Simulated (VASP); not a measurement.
Crystal: C.

```xyz
8
Lattice="2.5221 0.0000 0.0000 -1.2611 2.1842 0.0000 0.0000 0.0000 8.2371" Properties=species:S:1:pos:R:3 pbc="T T T"
C     1.2611    0.7281    6.9501
C     0.0000    1.4561    2.8315
C     1.2611    0.7281    5.4056
C     0.0000    1.4561    1.2870
C     0.0000    0.0000    7.4649
C     0.0000    0.0000    3.3463
C     0.0000    0.0000    4.8908
C     0.0000    0.0000    0.7722
```

Base run:

```yaml
Program: VASP 6.6.1
Functional: RPBE
Dispersion: D3(BJ)
Potentials_or_basis: VASP PAW PBE potentials, release 64 (C)
Cutoff: 520 eV
k_mesh: 12 × 12 × 4
Occupations: fermi-dirac, width 0.05 eV
Spin: no spin polarisation
```

Its results: band gap on the k mesh 4.41 eV (least direct gap 5.18 eV); pressure -9.6 GPa; largest force 0.336 eV/Å.

**Question.** The run is repeated on the same cell with these changes: functional from RPBE to revPBE. What comes out?

**Answer.** Band gap on the k mesh 4.41 eV (least direct gap 5.18 eV); pressure -3.6 GPa; largest force 0.325 eV/Å.

Caveats: the cell stands under tension; the PAW data sets were made with another functional, which shifts forces and pressure a little.

A k mesh can miss the band edges.
